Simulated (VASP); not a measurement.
Here is a VASP 6.6.1 calculation.

Contents of INCAR:

```
SYSTEM = CuO
PREC = Accurate ; ENCUT = 520
EDIFF = 1E-6 ; ISMEAR = -1
SIGMA = 0.1 ; LREAL = .False.
LASPH = .True. ; NELM = 150
ALGO = Normal ; ISIF = 2
LWAVE = .False. ; LCHARG = .False.
ISPIN = 2 ; MAGMOM = 0.58 0.58 -0.58 -0.58 -0.01 -0.01 0.01 0.01
LORBIT = 11 ; LMAXMIX = 4
LDAU = .True. ; LDAUTYPE = 2
LDAUL = 2 -1 ; LDAUU = 4 0
LDAUJ = 0 0 ; LDAUPRINT = 1
GGA = PE ; ISYM = 0
NBANDS = 48
```

Contents of KPOINTS:

```
Automatic mesh
0
Gamma
  4 8 4
  0 0 0
```

Contents of POSCAR:

```
CuO
1.0
    4.6927000000     -3.4283000000      0.0000000000
    2.3463500000      1.7141500000      0.0000000000
   -0.8519200000      0.0000000000      5.0658700000
Cu O
4 4
Direct
    0.0016500000      0.4967000000      0.0000000000
    0.5016500000      0.4967000000      0.0000000000
    0.2483500000      0.0033000000      0.5000000000
    0.7483500000      0.0033000000      0.5000000000
    0.2859500000      0.4073000000      0.2602000000
    0.7859500000      0.4073000000      0.2602000000
    0.2036500000      0.5719000000      0.7602000000
    0.7036500000      0.5719000000      0.7602000000
```

Potentials or basis: VASP PAW PBE potentials, release 64 (Cu, O).

Launch:

```bash
$ cat potpaw_PBE.64/Cu/POTCAR potpaw_PBE.64/O/POTCAR > POTCAR
$ mpirun -np 1 vasp_std > vasp.out
```

Q: Estimate the pressure.

A: 4.2 GPa.

Q: Estimate the net moment.

A: 0.00 μB per cell.

Q: Predict the site moments.

A: Cu +0.57, -0.57 (each value once); O -0.01, +0.01 (each value once) μB.

Forces in eV/Å, atoms in the order of the input:
```
Cu  -0.708  0.228  0.691
Cu  -0.708  0.228  0.691
Cu  -0.708 -0.228  0.691
Cu  -0.708 -0.228  0.691
O    0.708  0.152 -0.691
O    0.708  0.152 -0.691
O    0.708 -0.152 -0.691
O    0.708 -0.152 -0.691
```

Caveat: the cell stands under pressure; forces of over 1 eV/Å act on the atoms, so gaps and moduli don't describe the material at rest.
